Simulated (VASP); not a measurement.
Input of a VASP 6.6.1 run:

File INCAR:

```
ALGO = Normal ; EDIFF = 1E-6
EDIFFG = -0.005 ; ENCUT = 600
GGA = PE ; IBRION = 2
ISIF = 3 ; ISMEAR = -1
IVDW = 12 ; LASPH = True
LCHARG = False ; LREAL = False
LWAVE = False ; NELM = 100
NSW = 80 ; PREC = Accurate
SIGMA = 0.02
```

File KPOINTS:

```
k-points
0
Gamma
  6 6 6
```

POSCAR

```
Bi
1.0
    2.2675000000      1.3091417354      3.9380000000
   -2.2675000000      1.3091417354      3.9380000000
    0.0000000000     -2.6182834708      3.9380000000
Bi
2
Direct
    0.2340000000      0.2340000000      0.2340000000
    0.7660000000      0.7660000000      0.7660000000
```

Potentials or basis: VASP PAW PBE potentials, release 64 (Bi_d).

The run is started by

```sh
$ cat potpaw_PBE.64/Bi_d/POTCAR > POTCAR
$ mpirun -np 1 vasp_std > vasp.out
```

**Question.** Estimate the dispersion energy per atom.

**Answer.** -0.458 eV.

**Question.** What does it give for the relaxed volume?

**Answer.** 34.83 Å³/atom.

**Question.** Predict the space group after relaxing (to 0.05 Å).

**Answer.** R-3m (No. 166).

**Question.** Predict the relaxed cell.

**Answer.** a = 4.716 Å, b = 4.716 Å, c = 4.716 Å, α = 57.37°, β = 57.37°, γ = 57.37°.

Final structure:
```
CELL_PARAMETERS angstrom
2.26347 1.30682 3.92518
-2.26347 1.30682 3.92518
0.00000 -2.61363 3.92518
ATOMIC_POSITIONS crystal
Bi 0.23548 0.23548 0.23548
Bi 0.76452 0.76452 0.76452
```

Caveat: pairwise dispersion overbinds metals, which lowers pressure and volume.
